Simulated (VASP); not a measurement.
Set up this calculation in VASP 6.6.1, as the native input.

| Item | Value |
| --- | --- |
| Task | single point |
| Functional | PBEsol |
| Potentials or basis | VASP PAW PBE potentials, release 64 (Ag) |
| Cutoff | 520 eV |
| k mesh | 9 × 9 × 5 |
| Occupations | fermi-dirac, width 0.1 eV |
| Spin | no spin polarisation |
| Dipole correction | no |
| Further INCAR settings | ALGO = Normal; EDIFF = 1e-06; NBANDS = 18 |

The structure of Ag lies in POSCAR:

```
Ag
1.0
    2.6772360076      0.0000000000      0.0000000000
   -1.3386180038      2.3185543945      0.0000000000
    0.0000000000      0.0000000000      4.4182548921
Ag
2
Direct
    0.3333333333      0.6666666667      0.2500000000
    0.6666666667      0.3333333333      0.7500000000
```

The input as run:

INCAR

```
  ALGO = Normal
  EDIFF = 1E-6
  ENCUT = 520
  GGA = PS
  ISIF = 2
  ISMEAR = -1
  LASPH = T
  LCHARG = F
  LREAL = F
  LWAVE = F
  NBANDS = 18
  NELM = 100
  PREC = Accurate
  SIGMA = 0.1
```

KPOINTS

```
k-points
0
Gamma
  9 9 5
```

Potentials or basis: VASP PAW PBE potentials, release 64 (Ag).

Launch:

```bash
$ cat potpaw_PBE.64/Ag/POTCAR > POTCAR
$ mpirun -np 1 vasp_std > vasp.out
```

It gave:

```yaml
Pressure: 39.4 GPa
Band_gap_on_the_k_mesh: zero (band 11 reaches 16.36 eV, above the bottom of band 12 at 8.16 eV)
```

Caveat: the PAW data sets were made with another functional, which shifts forces and pressure a little.

Wall time 22 s on 1 thread of Intel Xeon 8259CL, on a shared host, peak memory 0.15 GiB.
